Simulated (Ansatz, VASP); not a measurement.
## Sr3O: VASP beside Ansatz

The input INCAR:

```
PREC = Accurate ; ENCUT = 600
EDIFF = 1E-6 ; ISMEAR = 0
SIGMA = 0.1 ; LREAL = False
LASPH = True ; NELM = 80
ALGO = Normal ; ISIF = 3
LWAVE = False ; LCHARG = False
GGA = PE ; IBRION = 2
NSW = 90 ; EDIFFG = -0.04
```

Contents of KPOINTS:

```
regular mesh
0
Gamma
  4 4 4
```

POSCAR

```
Sr3O
1.0
    4.6863334993      0.0000000000      0.0000000000
    0.0000000000      4.6863334993      0.0000000000
    0.0000000000      0.0000000000      4.6863334993
Sr O
3 1
Direct
    0.0000000000      0.5000000000      0.5000000000
    0.5000000000      0.0000000000      0.5000000000
    0.5000000000      0.5000000000      0.0000000000
    0.0000000000      0.0000000000      0.0000000000
```

Input for Ansatz:

```yaml
crystal:
  lattice:
    - [4.6863334993, 0.0, 0.0]
    - [0.0, 4.6863334993, 0.0]
    - [0.0, 0.0, 4.6863334993]
  atoms:
    - { symbol: Sr, position: [0.0, 0.5, 0.5] }
    - { symbol: Sr, position: [0.5, 0.0, 0.5] }
    - { symbol: Sr, position: [0.5, 0.5, 0.0] }
    - { symbol: O, position: [0.0, 0.0, 0.0] }
basis:
  ecutwfc: 420
kpoints:
  mp_grid: { grid: [4, 4, 4] }
hamiltonian:
  xc: pbe
scf:
  occupations: { method: gaussian, width: 0.1 }
  lower_state_search: "off"
output:
  forces: true
  stress: true
  eigenvalues: true
relax:
  adjacent_minimum: "off"
  f_tol: 0.04
  max_steps: 70
  cell: { stress_tol: 0.4 }
```

Alike in both runs: task relaxation of cell and atoms; functional PBE; k mesh 4 × 4 × 4; occupations gaussian, width 0.1 eV; no spin polarisation.

|  | VASP | Ansatz |
| --- | --- | --- |
| version | VASP 6.6.1 | Ansatz 0.2.0 |
| potentials or method | VASP PAW PBE potentials, release 64 (Sr_sv, O), cutoff 600 eV | scalar-relativistic, plane waves, PAW |
| valence electrons in the cell | 36 | 36 |

Ansatz gave:

```
gap on the k mesh at the Fermi level, each at its own relaxed structure (eV) : none
relaxed volume (Å³/atom)                                                     : 35.51
relaxed cell length with the largest relative difference (Å)                 : 5.218
```

Q: Estimate VASP's values.

A: gap on the k mesh at the Fermi level, each at its own relaxed structure (eV): none; relaxed volume (Å³/atom): 36.17; relaxed cell length with the largest relative difference (Å): 5.250.

A gap of «none» marks a metal or a gap that the smearing closes.

Noted on VASP's run: the volume moved by over 15 % at a fixed basis, so the end points are rough.
